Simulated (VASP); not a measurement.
# Ru (Im-3m) in VASP: a series of runs, part 3 of 4

VASP 6.6.1. Earlier steps stand in the parts before.

**4. Single point, PBEsol (volume scaled by 0.92)**

INCAR reads:

```
SYSTEM = Ru
PREC = Accurate ; ENCUT = 520
EDIFF = 1E-7 ; ISMEAR = -1
SIGMA = 0.1 ; LREAL = .FALSE.
LASPH = .TRUE. ; NELM = 80
ALGO = Normal ; ISIF = 2
LWAVE = .FALSE. ; LCHARG = .FALSE.
GGA = PS ; NBANDS = 13
```

KPOINTS reads:

```
regular mesh
0
G
  16 16 16
  0 0 0
```

POSCAR reads:

```
Ru
1.0
   -1.4683698014      1.4683698014      1.4683698014
    1.4683698014     -1.4683698014      1.4683698014
    1.4683698014      1.4683698014     -1.4683698014
Ru
1
Direct
    0.0000000000      0.0000000000      0.0000000000
```

Potentials or basis: VASP PAW PBE potentials, release 64 (Ru_pv).

Launch:

```sh
$ cat potpaw_PBE.64/Ru_pv/POTCAR > POTCAR
$ mpirun -np 1 vasp_std > vasp.out
```

OUTCAR:

```text
SYSTEM = Ru
   PREC = Accurate
   ENCUT = 520
   EDIFF = 1E-7
   ISMEAR = -1
   LREAL = .FALSE.
   LASPH = .TRUE.
   NELM = 80
   ISIF = 2
   GGA = PS

 ion  position               nearest neighbor table
   1  0.000  0.000  0.000-

  LATTYP: Found a body centered cubic cell.
 ALAT       =     2.9367396028

  Lattice vectors:

 A1 = (  -1.4683698014,   1.4683698014,   1.4683698014)
 A2 = (   1.4683698014,  -1.4683698014,   1.4683698014)
 A3 = (   1.4683698014,   1.4683698014,  -1.4683698014)

Analysis of symmetry for initial positions (statically):
=====================================================================
 Subroutine PRICEL returns:
 Original cell was already a primitive cell.

 Routine SETGRP: Setting up the symmetry group for a
 body centered cubic supercell.

 Subroutine GETGRP returns: Found 48 space group operations
 (whereof 48 operations were pure point group operations)
 out of a pool of 48 trial point group operations.

The static configuration has the point symmetry O_h .

Analysis of symmetry for dynamics (positions and initial velocities):
=====================================================================
 Subroutine PRICEL returns:
 Original cell was already a primitive cell.

 Routine SETGRP: Setting up the symmetry group for a
 body centered cubic supercell.

 Subroutine GETGRP returns: Found 48 space group operations
 (whereof 48 operations were pure point group operations)
 out of a pool of 48 trial point group operations.

The dynamic configuration has the point symmetry O_h .

 Subroutine INISYM returns: Found 48 space group operations
 (whereof 48 operations are pure point group operations),
 and found     1 'primitive' translations

----------------------------------------------------------------------------------------

[... 114 lines left out ...]
   LORBIT       =      0    0 simple, 1 ext, 2 COOP (PROOUT), +10 PAW based schemes
   GGA     = PS    functional components
   LHFCALC =     F    Hartree Fock is set to
   AEXX    =    0.0000 exact exchange contribution
   IVDW    =     0    specifies the selected vdW correction
   LEPSILON=     F    determine dielectric tensor
   LRPA    =     F    only Hartree local field effects (RPA)
 non-spin polarized calculation
  energy-cutoff  :      520.00
  volume of cell :       12.66
 maximum number of plane-waves:       370
   NGX =  9   NGY =  9   NGZ =  9

 number of electron      14.0000005 magnetization

 Free energy of the ion-electron system (eV)
  ---------------------------------------------------
  ext. energy  EPLUGINS =         0.00000000
  ---------------------------------------------------
  free energy    TOTEN  =        -9.43646182 eV

  energy without entropy =       -9.38070864  energy(sigma->0) =       -9.40858523

 E-fermi :  14.2024     XC(G=0): -14.7053

 val. band max:       14.2009706644   @ k =   0.2500   0.2500   0.0625
 cond. band min:      14.2090914050   @ k =   0.3125   0.1875   0.0625
 fundamental gap:      0.0081207406
 Fermi energy:        14.2024451350

 k-point     1 :       0.0000    0.0000    0.0000
  band No.  band energies     occupation
      1     -28.3500      2.00000
      2     -28.3500      2.00000
      3     -28.3500      2.00000
      4       5.5264      2.00000
      5      10.9532      2.00000
      6      10.9532      2.00000
      7      10.9532      2.00000
      8      14.0642      1.59881
      9      14.0642      1.59881
     10      24.4730      0.00000
     11      31.3403      0.00000
     12      31.3403      0.00000
     13      31.3403      0.00000
[... 354 lines left out ...]
  band No.  band energies     occupation
      1     -29.4211      2.00000
      2     -28.7937      2.00000
      3     -28.4675      2.00000
      4       8.4054      2.00000
      5       9.5224      2.00000
      6      10.9636      2.00000
      7      13.5093      1.99805
      8      14.7984      0.00515
      9      17.5255      0.00000
     10      24.4709      0.00000
     11      28.5021      0.00000
     12      29.8343      0.00000
     13      33.7921      0.00000

 [... further k-points ...]

------------------------ aborting loop because EDIFF is reached ----------------------------------------

  FORCE on cell =-STRESS in cart. coord.  units (eV):
  Direction    XX          YY          ZZ          XY          YZ          ZX
  --------------------------------------------------------------------------------------
  -------------------------------------------------------------------------------------
  Total        2.5165024      2.5165024      2.5165024      0.0000000      0.0000000     -0.0000000
  in kB      318.3769438    318.3769438    318.3769438      0.0000000      0.0000000     -0.0000000
  external PRESSURE =     318.3769438 kB  Pullay stress =       0.0000000 kB

 VOLUME and BASIS-vectors are now :
 -----------------------------------------------------------------------------
  energy-cutoff  :      520.00
  volume of cell :       12.66
      direct lattice vectors                 reciprocal lattice vectors
    -1.468369801  1.468369801  1.468369801     0.000000000  0.340513677  0.340513677
     1.468369801 -1.468369801  1.468369801     0.340513677  0.000000000  0.340513677
     1.468369801  1.468369801 -1.468369801     0.340513677  0.340513677  0.000000000

 POSITION                                       TOTAL-FORCE (eV/Angst)
 -----------------------------------------------------------------------------------
      0.00000      0.00000      0.00000         0.000000      0.000000     -0.000000
 -----------------------------------------------------------------------------------
    total drift:                                0.000000     -0.000000      0.000000

  FREE ENERGIE OF THE ION-ELECTRON SYSTEM (eV)
  ---------------------------------------------------
  free  energy   TOTEN  =        -9.4364618167 eV

  energy  without entropy=       -9.3807086371  energy(sigma->0) =       -9.40858523
```

OSZICAR:

```text
N       E                     dE             d eps       ncg     rms          rms(c)
DAV:   1     0.102713081784E+03    0.10271E+03   -0.84485E+03  3807   0.116E+03
DAV:   2    -0.892090434703E+01   -0.11163E+03   -0.10720E+03  4075   0.324E+02
DAV:   3    -0.100977146011E+02   -0.11768E+01   -0.11717E+01  4290   0.365E+01
DAV:   4    -0.101009253898E+02   -0.32108E-02   -0.32107E-02  4085   0.204E+00
DAV:   5    -0.101009452270E+02   -0.19837E-04   -0.19838E-04  4305   0.145E-01    0.172E+01
DAV:   6    -0.949818895140E+01    0.60276E+00   -0.91738E-01  3890   0.125E+01    0.588E+00
DAV:   7    -0.944158863446E+01    0.56600E-01   -0.99900E-02  4175   0.383E+00    0.149E+00
DAV:   8    -0.943680160464E+01    0.47870E-02   -0.77445E-03  3860   0.123E+00    0.270E-01
DAV:   9    -0.943645482175E+01    0.34678E-03   -0.22888E-04  3950   0.215E-01    0.250E-02
DAV:  10    -0.943646171969E+01   -0.68979E-05   -0.35568E-06  4170   0.232E-02    0.355E-03
DAV:  11    -0.943646182361E+01   -0.10392E-06   -0.60393E-07  3985   0.105E-02    0.723E-04
DAV:  12    -0.943646181667E+01    0.69408E-08   -0.62470E-09  1995   0.107E-03
   1 F= -.94364618E+01 E0= -.94085852E+01  d E =-.557532E-01
```

stdout:

```text
POSCAR found type information on POSCAR Ru
 POSCAR found :  1 types and       1 ions
 scaLAPACK will be used
 -----------------------------------------------------------------------------
|                                                                             |
|                                                                             |
|     You enforced a specific xc type in the INCAR file but a different       |
|     I HOPE YOU KNOW WHAT YOU ARE DOING!                                     |
|                                                                             |
 -----------------------------------------------------------------------------

 LDA part: xc-table for (Slater+PW92), standard interpolation
 POSCAR, INCAR and KPOINTS ok, starting setup
 FFT: planning ... GRIDC
 FFT: planning ... GRID_SOFT
 FFT: planning ... GRID
 WAVECAR not read
 entering main loop
```

Wall time 17 s (1 thread of Intel Xeon 6975P-C, shared host); peak memory 0.14 GiB.

What came out:

| Quantity | Value |
| --- | --- |
| Free energy | -9.4365 eV |
| Pressure | 31.8 GPa |
| Band gap on the k mesh | zero (band 7 reaches 16.34 eV, above the bottom of band 8 at 12.23 eV) |

Levels at points of the mesh, in eV from the Fermi level:
| k point | band 4 | band 5 | band 6 | band 7 | band 8 | band 9 | band 10 | band 11 |
| --- | --- | --- | --- | --- | --- | --- | --- | --- |
| (0.00, 0.00, 0.00) | -8.68 | -3.25 | -3.25 | -3.25 | -0.14 | -0.14 | 10.27 | 17.14 |
| (0.50, 0.00, 0.00) | -7.06 | -5.28 | -0.12 | 0.44 | 1.23 | 2.87 | 10.26 | 11.52 |
| (0.50, 0.50, 0.50) | -7.28 | -7.28 | 2.13 | 2.13 | 2.13 | 9.84 | 9.84 | 9.84 |

Caveat: the PAW data sets were made with another functional, which shifts forces and pressure a little.

**5. Single point, PBEsol (volume scaled by 0.96)**

INCAR reads:

```
PREC = Accurate
ENCUT = 520
EDIFF = 1E-7
ISMEAR = -1
SIGMA = 0.1
LREAL = False
LASPH = True
NELM = 80
ALGO = Normal
ISIF = 2
LWAVE = False
LCHARG = False
GGA = PS
NBANDS = 13
```

KPOINTS reads:

```
Automatic mesh
0
Gamma
  16 16 16
```

POSCAR reads:

```
Ru
1.0
   -1.4893493473      1.4893493473      1.4893493473
    1.4893493473     -1.4893493473      1.4893493473
    1.4893493473      1.4893493473     -1.4893493473
Ru
1
Direct
    0.0000000000      0.0000000000      0.0000000000
```

Launch:

```sh
$ cat potpaw_PBE.64/Ru_pv/POTCAR > POTCAR
$ mpirun -np 1 vasp_std > vasp.out
```

It took 18 s on 1 thread of Intel Xeon 6975P-C, shared host; peak memory 0.14 GiB.

Results (log left out):

| Quantity | Value |
| --- | --- |
| Free energy | -9.5147 eV |
| Pressure | 14.1 GPa |
| Band gap on the k mesh | zero (band 7 reaches 15.37 eV, above the bottom of band 8 at 11.53 eV) |

Levels at points of the mesh, in eV from the Fermi level:
```csv
k point,band 4,band 5,band 6,band 7,band 8,band 9,band 10,band 11
"(0.00, 0.00, 0.00)",-8.41,-3.06,-3.06,-3.06,-0.12,-0.12,10.32,17.13
"(0.50, 0.00, 0.00)",-6.68,-4.97,-0.12,0.40,1.17,2.67,10.30,10.93
"(0.50, 0.50, 0.50)",-6.84,-6.84,1.99,1.99,1.99,9.57,9.57,9.57
```

Caveat: the PAW data sets were made with another functional, which shifts forces and pressure a little.

(Part 3 of 4 ends here.)
